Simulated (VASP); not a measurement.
# Se (P6_3/mmc) in VASP: further runs, part 2 of 2

VASP 6.6.1. Earlier steps stand in the parts before.

### Step 5. Single point, PBEsol (volume scaled by 1.04)

Contents of INCAR:

```
SYSTEM = Se
ALGO = Normal ; EDIFF = 1E-6
ENCUT = 520 ; GGA = PS
ISIF = 2 ; ISMEAR = -1
LASPH = .TRUE. ; LCHARG = .FALSE.
LREAL = .FALSE. ; LWAVE = .FALSE.
NBANDS = 13 ; NELM = 80
PREC = Accurate ; SIGMA = 0.1
```

Contents of KPOINTS:

```
k-points
0
G
  12 12 9
  0 0 0
```

Contents of POSCAR:

```
Se
1.0
    3.6074661886      0.0000000000      0.0000000000
   -1.8037330943      3.1241573626      0.0000000000
    0.0000000000      0.0000000000      3.8798899941
Se
2
Direct
    0.3333333333      0.6666666667      0.2500000000
    0.6666666667      0.3333333333      0.7500000000
```

Potentials or basis: VASP PAW PBE potentials, release 64 (Se).

Command:

```console
$ cat potpaw_PBE.64/Se/POTCAR > POTCAR
$ mpirun -np 1 vasp_std > vasp.out
```

OUTCAR:

```text
SYSTEM = Se
   EDIFF = 1E-6
   ENCUT = 520
   GGA = PS
   ISIF = 2
   ISMEAR = -1
   LASPH = .TRUE.
   LREAL = .FALSE.
   NELM = 80
   PREC = Accurate

 ion  position               nearest neighbor table
   1  0.333  0.667  0.250-
   2  0.667  0.333  0.750-

  LATTYP: Found a hexagonal cell.
 ALAT       =     3.6074661886
 C/A-ratio  =     1.0755166622

  Lattice vectors:

 A1 = (   3.6074661886,   0.0000000000,   0.0000000000)
 A2 = (  -1.8037330943,   3.1241573626,   0.0000000000)
 A3 = (   0.0000000000,   0.0000000000,   3.8798899941)

Analysis of symmetry for initial positions (statically):
=====================================================================
 Subroutine PRICEL returns:
 Original cell was already a primitive cell.

 Routine SETGRP: Setting up the symmetry group for a
 hexagonal supercell.

 Subroutine GETGRP returns: Found 24 space group operations
 (whereof 12 operations were pure point group operations)
 out of a pool of 24 trial point group operations.

The static configuration has the point symmetry D_3d.
 The point group associated with its full space group is D_6h.

Analysis of symmetry for dynamics (positions and initial velocities):
=====================================================================
 Subroutine PRICEL returns:
 Original cell was already a primitive cell.

 Routine SETGRP: Setting up the symmetry group for a
 hexagonal supercell.

 Subroutine GETGRP returns: Found 24 space group operations
 (whereof 12 operations were pure point group operations)
 out of a pool of 24 trial point group operations.

The dynamic configuration has the point symmetry D_3d.
 The point group associated with its full space group is D_6h.

 Subroutine INISYM returns: Found 24 space group operations
 (whereof 12 operations are pure point group operations),
 and found     1 'primitive' translations

----------------------------------------------------------------------------------------

                                     Primitive cell

  volume of cell :      43.7275

  direct lattice vectors                    reciprocal lattice vectors
     3.607466189  0.000000000  0.000000000     0.277202875  0.160043155  0.000000000
    -1.803733094  3.124157363  0.000000000     0.000000000  0.320086309  0.000000000
     0.000000000  0.000000000  3.879889994     0.000000000  0.000000000  0.257739266

  length of vectors
     3.607466189  3.607466189  3.879889994     0.320086309  0.320086309  0.257739266

  position of ions in fractional coordinates (direct lattice)
     0.333333333  0.666666667  0.250000000
     0.666666667  0.333333333  0.750000000

  ion indices of the primitive-cell ions
   primitive index   ion index
                 1           1
                 2           2

----------------------------------------------------------------------------------------

 KPOINTS: k-points

Automatic generation of k-mesh.
 Grid dimensions read from file:
 generate k-points for:   12   12    9

 Generating k-lattice:

  Cartesian coordinates                     Fractional coordinates (reciprocal lattice)
     0.023100240  0.013336930  0.000000000     0.083333333 -0.000000000  0.000000000
     0.000000000  0.026673859  0.000000000     0.000000000  0.083333333  0.000000000
     0.000000000  0.000000000  0.028637696     0.000000000  0.000000000  0.111111111

  Length of vectors
     0.026673859  0.026673859  0.028637696

  Shift w.r.t. Gamma in fractional coordinates (k-lattice)
     0.000000000  0.000000000  0.000000000

 Subroutine IBZKPT returns following result:
 ===========================================

 Found     95 irreducible k-points:

 Following reciprocal coordinates:
            Coordinates               Weight
  0.000000  0.000000  0.000000      1.000000
  0.083333 -0.000000  0.000000      6.000000
  0.166667  0.000000  0.000000      6.000000
  0.250000  0.000000  0.000000      6.000000
  0.333333 -0.000000  0.000000      6.000000
  0.416667  0.000000  0.000000      6.000000
[... 16 lines left out ...]
  0.250000  0.000000  0.111111     12.000000
  0.333333 -0.000000  0.111111     12.000000
 [... further k-points ...]
   k-points           NKPTS =     95   k-points in BZ     NKDIM =     95   number of bands    NBANDS=     13
   number of dos      NEDOS =    301   number of ions     NIONS =      2
   total plane-waves  NPLWV =  23520
   dimension x,y,z NGX =    28 NGY =   28 NGZ =   30
   dimension x,y,z NGXF=    56 NGYF=   56 NGZF=   60
   ions per type =               2
   NGX,Y,Z   is equivalent  to a cutoff of  12.90, 12.90, 12.85 a.u.
   NGXF,Y,Z  is equivalent  to a cutoff of  25.81, 25.81, 25.71 a.u.
 SYSTEM =  Se
   PREC   = accura    normal or accurate (medium, high low for compatibility)
   ISTART =      0    job   : 0-new  1-cont  2-samecut
   ICHARG =      2    charge: 1-file 2-atom 10-const
   ISPIN  =      1    spin polarized calculation?
   LNONCOLLINEAR =      F non collinear calculations
   LSORBIT =      F    spin-orbit coupling
   LASPH  =      T    aspherical Exc in radial PAW
   ENCUT  =  520.0 eV  38.22 Ry    6.18 a.u.   6.71  6.71  7.21*2*pi/ulx,y,z
   NELM   =     80;   NELMIN=  2; NELMDL= -5     # of ELM steps
   EDIFF  = 0.1E-05   stopping-criterion for ELM
   LREAL  =      F    real-space projection
   EDIFFG = 0.1E-04   stopping-criterion for IOM
   NSW    =      0    number of steps for IOM
   IBRION =     -1    ionic relax: 0-MD 1-quasi-New 2-CG
   NFREE  =      0    steps in history (QN), initial steepest desc. (CG)
   ISIF   =      2    stress and relaxation
   ISYM   =      2    0-nonsym 1-usesym 2-fastsym
   POTIM  = 0.5000    time-step for ionic-motion
   TEBEG  =    0.0;   TEEND  =   0.0 temperature during run
   PSTRESS=    0.0 pullay stress
   NELECT =      12.0000    total number of electrons
   NUPDOWN=      -1.0000    fix difference up-down
   EMIN   =  10.00;   EMAX   =-10.00  energy-range for DOS
   EFERMI =   0.00;   METHOD = LEGACY
   ISMEAR =    -1;   SIGMA  =   0.10  broadening in eV -4-tet -1-fermi 0-gaus
   EFERMI_NEDOS =   21; number of points for ismear=-14 and -15
   IALGO  =     38    algorithm
   IMIX   =      4    mixing-type and parameters
     AMIX     =   0.40;   BMIX     =  1.00
     AMIX_MAG =   1.60;   BMIX_MAG =  1.00
  volume/ion in A,a.u.               =      21.86       147.54
  Fermi-wavevector in a.u.,A,eV,Ry     =   1.063858  2.010400 15.398994  1.131794
  Thomas-Fermi vector in A             =   2.199357
   LORBIT       =      0    0 simple, 1 ext, 2 COOP (PROOUT), +10 PAW based schemes
   GGA     = PS    functional components
   LHFCALC =     F    Hartree Fock is set to
   AEXX    =    0.0000 exact exchange contribution
   IVDW    =     0    specifies the selected vdW correction
   LEPSILON=     F    determine dielectric tensor
   LRPA    =     F    only Hartree local field effects (RPA)
 non-spin polarized calculation
  energy-cutoff  :      520.00
  volume of cell :       43.73
 maximum number of plane-waves:      1197
 NGX is ok and might be reduce to    28
   NGX = 13   NGY = 13   NGZ = 15

 number of electron      12.0000002 magnetization

 Free energy of the ion-electron system (eV)
  ---------------------------------------------------
  ext. energy  EPLUGINS =         0.00000000
  ---------------------------------------------------
  free energy    TOTEN  =        -7.15786835 eV

  energy without entropy =       -7.11929196  energy(sigma->0) =       -7.13858015

 E-fermi :   4.7534     XC(G=0): -10.2815

 val. band max:        4.7399094172   @ k =   0.4167   0.0000   0.3333
 cond. band min:       4.7679904752   @ k =   0.1667   0.1667   0.0000
 fundamental gap:      0.0280810580
 Fermi energy:         4.7533787068

 k-point     1 :       0.0000    0.0000    0.0000
  band No.  band energies     occupation
      1     -11.2999      2.00000
      2      -5.4637      2.00000
      3      -0.2727      2.00000
      4       2.6736      2.00000
      5       2.6736      2.00000
      6       5.7180      0.00013
      7       5.7180      0.00013
      8       8.2738      0.00000
      9       8.9202      0.00000
     10      12.0095      0.00000
     11      14.7671      0.00000
     12      14.7671      0.00000
     13      16.5532      0.00000
[... 353 lines left out ...]
 k-point    24 :       0.3333   -0.0000    0.1111
  band No.  band energies     occupation
      1     -10.0286      2.00000
      2      -6.7917      2.00000
      3      -0.2005      2.00000
      4       1.4446      2.00000
      5       1.9923      2.00000
      6       3.4435      2.00000
      7       5.9960      0.00001
      8       6.5822      0.00000
      9       9.9087      0.00000
     10      13.8925      0.00000
     11      14.3426      0.00000
     12      14.8160      0.00000
     13      17.2801      0.00000

 [... further k-points ...]
[... 5 lines left out ...]
  --------------------------------------------------------------------------------------
  -------------------------------------------------------------------------------------
  Total       -0.5904115     -0.5904115     -1.1739044     -0.0000000     -0.0000000      0.0000000
  in kB      -21.6327026    -21.6327026    -43.0119085     -0.0000000     -0.0000000      0.0000000
  external PRESSURE =     -28.7591046 kB  Pullay stress =       0.0000000 kB

 VOLUME and BASIS-vectors are now :
 -----------------------------------------------------------------------------
  energy-cutoff  :      520.00
  volume of cell :       43.73
      direct lattice vectors                 reciprocal lattice vectors
     3.607466189  0.000000000  0.000000000     0.277202875  0.160043155  0.000000000
    -1.803733094  3.124157363  0.000000000     0.000000000  0.320086309  0.000000000
     0.000000000  0.000000000  3.879889994     0.000000000  0.000000000  0.257739266

 POSITION                                       TOTAL-FORCE (eV/Angst)
 -----------------------------------------------------------------------------------
     -0.00000      2.08277      0.96997        -0.000000      0.000000      0.000000
      1.80373      1.04139      2.90992         0.000000      0.000000      0.000000
 -----------------------------------------------------------------------------------
    total drift:                               -0.000000      0.000000      0.000000

  FREE ENERGIE OF THE ION-ELECTRON SYSTEM (eV)
  ---------------------------------------------------
  free  energy   TOTEN  =        -7.1578683513 eV

  energy  without entropy=       -7.1192919584  energy(sigma->0) =       -7.13858015
```

stdout:

```text
POSCAR found type information on POSCAR Se
 POSCAR found :  1 types and       2 ions
 scaLAPACK will be used
 -----------------------------------------------------------------------------
|                                                                             |
|                                                                             |
|     You enforced a specific xc type in the INCAR file but a different       |
|     I HOPE YOU KNOW WHAT YOU ARE DOING!                                     |
|                                                                             |
 -----------------------------------------------------------------------------

 LDA part: xc-table for (Slater+PW92), standard interpolation
 POSCAR, INCAR and KPOINTS ok, starting setup
 FFT: planning ... GRIDC
 FFT: planning ... GRID_SOFT
 FFT: planning ... GRID
 WAVECAR not read
 entering main loop
```

Run time: 22 s. Hardware: 1 thread of AMD EPYC 9R45 (Zen 5), shared host; peak memory 0.15 GiB.

What came out:

- Free energy: -7.1579 eV
- Pressure: -2.9 GPa
- Band gap on the k mesh: zero (band 6 reaches 5.72 eV, above the bottom of band 7 at 3.08 eV)

Levels at points of the mesh, in eV from the Fermi level:
```tsv
k point	band 3	band 4	band 5	band 6	band 7	band 8	band 9	band 10
(0.00, 0.00, 0.00)	-5.03	-2.08	-2.08	0.96	0.96	3.52	4.17	7.26
(0.50, 0.00, 0.00)	-4.30	-3.71	-2.86	-0.95	-0.67	2.29	4.03	9.61
```

Caveat: the PAW data sets were made with another functional, which shifts forces and pressure a little.

### Step 6. Single point, PBEsol (volume scaled by 1.08)

INCAR is that of step 5.

KPOINTS is that of step 5.

Contents of POSCAR:

```
Se
1.0
    3.6531351657      0.0000000000      0.0000000000
   -1.8265675829      3.1637078570      0.0000000000
    0.0000000000      0.0000000000      3.9290077399
Se
2
Direct
    0.3333333333      0.6666666667      0.2500000000
    0.6666666667      0.3333333333      0.7500000000
```

Potentials or basis: VASP PAW PBE potentials, release 64 (Se).

Command:

```console
$ cat potpaw_PBE.64/Se/POTCAR > POTCAR
$ mpirun -np 1 vasp_std > vasp.out
```

It took 22 s on 1 thread of AMD EPYC 9R45 (Zen 5), shared host; peak memory 0.15 GiB.

The run converged. Its results:

```
Free energy            : -7.1154 eV
Pressure               : -5.1 GPa
Band gap on the k mesh : zero (band 6 reaches 5.25 eV, above the bottom of band 7 at 2.66 eV)
```

Stress tensor (GPa, compression positive):
```
-4.02  0.00  0.00
 0.00 -4.02  0.00
 0.00  0.00 -7.36
```

Levels at points of the mesh, in eV from the Fermi level:
| k point | band 2 | band 3 | band 4 | band 5 | band 6 | band 7 | band 8 | band 9 | band 10 | band 11 |
| --- | --- | --- | --- | --- | --- | --- | --- | --- | --- | --- |
| (0.00, 0.00, 0.00) | -10.29 | -4.80 | -1.99 | -1.99 | 0.93 | 0.93 | 3.32 | 4.32 | 7.16 | 9.96 |
| (0.50, 0.00, 0.00) | -12.26 | -4.17 | -3.54 | -2.73 | -0.93 | -0.62 | 2.16 | 4.20 | 9.56 | 9.71 |

Caveat: the PAW data sets were made with another functional, which shifts forces and pressure a little.

### Step 7. Summary

| cell | gap on the mesh (eV) | pressure (GPa) |
| --- | --- | --- |
| a = 3.463, b = 3.463, c = 3.725 Å, angles 90.0, 90.0, 120.0°, 2 atoms | none | 7.8 |
| a = 3.512, b = 3.512, c = 3.778 Å, angles 90.0, 90.0, 120.0°, 2 atoms | none | 3.4 |
| a = 3.561, b = 3.561, c = 3.829 Å, angles 90.0, 90.0, 120.0°, 2 atoms | none | -0.1 |
| a = 3.607, b = 3.607, c = 3.880 Å, angles 90.0, 90.0, 120.0°, 2 atoms | none | -2.9 |
| a = 3.653, b = 3.653, c = 3.929 Å, angles 90.0, 90.0, 120.0°, 2 atoms | none | -5.1 |

Alike in all rows: task single point; level PBEsol; potentials or basis VASP PAW PBE potentials, release 64 (Se); no spin polarisation; k mesh 12 × 12 × 9; cutoff (eV) 520; smearing fermi-dirac 0.1 eV.

Caveats: the PAW data sets were made with another functional, which shifts forces and pressure a little.

Total energies depend on the potentials used, so only differences within one code and one set of settings carry meaning.
